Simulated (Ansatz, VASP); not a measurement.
TaRu: VASP beside Ansatz

File INCAR:

```
SYSTEM = TaRu
PREC     = Accurate       ! precision mode
ENCUT    = 520            ! plane-wave cutoff, eV
EDIFF    = 1E-8           ! SCF threshold, eV
ISMEAR   = -1             ! smearing method
SIGMA    = 0.05           ! smearing width, eV
LREAL    = .False.        ! projectors in reciprocal space
LASPH    = .True.         ! aspherical terms in the spheres
NELM     = 80             ! most SCF steps
ALGO     = Normal         ! electronic algorithm
ISIF     = 2              ! what is computed and relaxed
LWAVE    = .False.        ! write WAVECAR
LCHARG   = .False.        ! write CHGCAR
LEFG     = .True.       
NBANDS   = 20             ! bands
```

The input KPOINTS:

```
regular mesh
0
Gamma
  11 11 10
  0 0 0
```

Contents of POSCAR:

```
TaRu
1.0
    3.0631429316      0.0000000000      0.0000000000
    0.0000000000      3.0631429316      0.0000000000
    0.0000000000      0.0000000000      3.4002592189
Ta Ru
1 1
Direct
    0.5000000000      0.5000000000      0.5000000000
    0.0000000000      0.0000000000      0.0000000000
```

Input for Ansatz:

```yaml
crystal:
  lattice:
    - [3.0631429316, 0.0, 0.0]
    - [0.0, 3.0631429316, 0.0]
    - [0.0, 0.0, 3.4002592189]
  atoms:
    - { symbol: Ta, position: [0.5, 0.5, 0.5] }
    - { symbol: Ru, position: [0.0, 0.0, 0.0] }
kpoints:
  mp_grid: { grid: [11, 11, 10] }
scf:
  occupations: { method: fermi_dirac, width: 0.05 }
hamiltonian:
  xc: lda
  pseudopotentials: { kind: all_electron, datasets: crystal }
output:
  forces: true
  stress: true
  eigenvalues: true
  efg: { contact_densities: true }
```

Change from the starting cell: volume scaled by 1.01, crystal datasets.

Alike in both runs: task electric field gradients; functional LDA; k mesh 11 × 11 × 10; occupations fermi-dirac, width 0.05 eV; no spin polarisation.

```csv
,VASP,Ansatz
version,VASP 6.6.1,Ansatz 0.2.0
potentials or method,"VASP PAW LDA potentials, release 64 (Ta_pv, Ru_pv), cutoff 520 eV","all-electron PAW with datasets made for the crystal, scalar-relativistic"
```

VASP gave:

| Quantity | Value |
| --- | --- |
| pressure (GPa) | -11.9 |
| traceless stress, the component that is largest in VASP (GPa) | 0.82 |
| size of Vzz on the site where it differs most (V/Å²) | 24.0 |

Task: Estimate Ansatz's values.

Result: Pressure (GPa): -12.7; traceless stress, the component that is largest in VASP (GPa): 0.93; size of Vzz on the site where it differs most (V/Å²): 16.8.

LDA's correlation is that of Perdew and Zunger in VASP and of Perdew and Wang (1992) in Ansatz. Ansatz ran all-electron here, and VASP with PAW potentials.

Neither program's run includes spin-orbit coupling.
